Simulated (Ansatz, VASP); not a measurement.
InAs: VASP beside Ansatz

```xyz
4
Lattice="3.0436 3.0436 0.0000 -3.0436 3.0436 0.0000 0.0000 0.0000 5.9045" Properties=species:S:1:pos:R:3 pbc="T T T"
In    1.5218    1.5218    1.4761
In   -1.5218    1.5218    4.4284
As    0.0000    0.0000    0.0000
As    0.0000    3.0436    2.9523
```

Alike in both runs: task single point; functional PBEsol; k mesh 12 × 12 × 10; occupations gaussian, width 0.1 eV; no spin polarisation.

|  | VASP | Ansatz |
| --- | --- | --- |
| version | VASP 6.6.1 | Ansatz 0.2.0 |
| potentials or method | VASP PAW PBE potentials, release 64 (In_d, As), cutoff 520 eV | scalar-relativistic, plane waves, PAW |
| valence electrons in the cell | 36 | 56 |

```csv
,VASP,Ansatz,Ansatz less VASP
gap on the k mesh at the Fermi level (eV),0.14,0.14,0.000
least direct gap on the mesh (eV),0.14,0.14,0.000
pressure (GPa),1.9,1.8,-0.11
"traceless stress, the component that is largest in VASP (GPa)",0.64,0.64,-0.002
```

VASP's potentials were made for PBE, not for PBEsol. VASP's potentials hold 36 valence electrons a cell and Ansatz's 56, so a difference there can come from the potentials and not from the codes.
